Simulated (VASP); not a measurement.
Set up this calculation in VASP 6.6.1, as the native input.

* Task: single point
* Functional: LDA
* Potentials or basis: VASP PAW LDA potentials, release 64 (Al, As)
* Cutoff: 500 eV
* k mesh: 8 × 8 × 8
* Occupations: methfessel-paxton, width 0.05 eV
* Spin: collinear spin
* Starting moments: [1.0, -1.0] μB
* Dipole correction: no
* Further INCAR settings: ALGO = Normal; EDIFF = 1e-06; NBANDS = 15

The structure of AlAs lies in POSCAR:

```
AlAs
1.0
    0.0000000000      2.8331843840      2.8331843840
    2.8331843840      0.0000000000      2.8331843840
    2.8331843840      2.8331843840      0.0000000000
Al As
1 1
Direct
    0.0000000000      0.0000000000      0.0000000000
    0.7500000000      0.7500000000      0.7500000000
```

The input as run:

INCAR

```
  PREC = Accurate
  ENCUT = 500
  EDIFF = 1E-6
  ISMEAR = 1
  SIGMA = 0.05
  LREAL = False
  LASPH = True
  NELM = 200
  ALGO = Normal
  ISIF = 2
  LWAVE = False
  LCHARG = True
  ISPIN = 2
  MAGMOM = 1 -1
  LORBIT = 11
  LELF = True
  LVHAR = True
  NBANDS = 15
  GGA_COMPAT = False
```

KPOINTS

```
Automatic mesh
0
Gamma
  8 8 8
```

Potentials or basis: VASP PAW LDA potentials, release 64 (Al, As).

Command:

```sh
$ cat potpaw_LDA.64/Al/POTCAR potpaw_LDA.64/As/POTCAR > POTCAR
$ mpirun -np 1 vasp_std > vasp.out
```

Results of the run:

The pressure is -1.1 GPa. The band gap on the k mesh is 1.34 eV (least direct gap 1.86 eV), the net moment is 0.00 μB per cell and the valence electrons inside the program's atomic spheres are Al 0.78; As 2.91.

It took 22 s on 1 thread of Intel(R) Xeon(R) Platinum 8488C (Sapphire Rapids), on a shared host, peak memory 0.17 GiB.
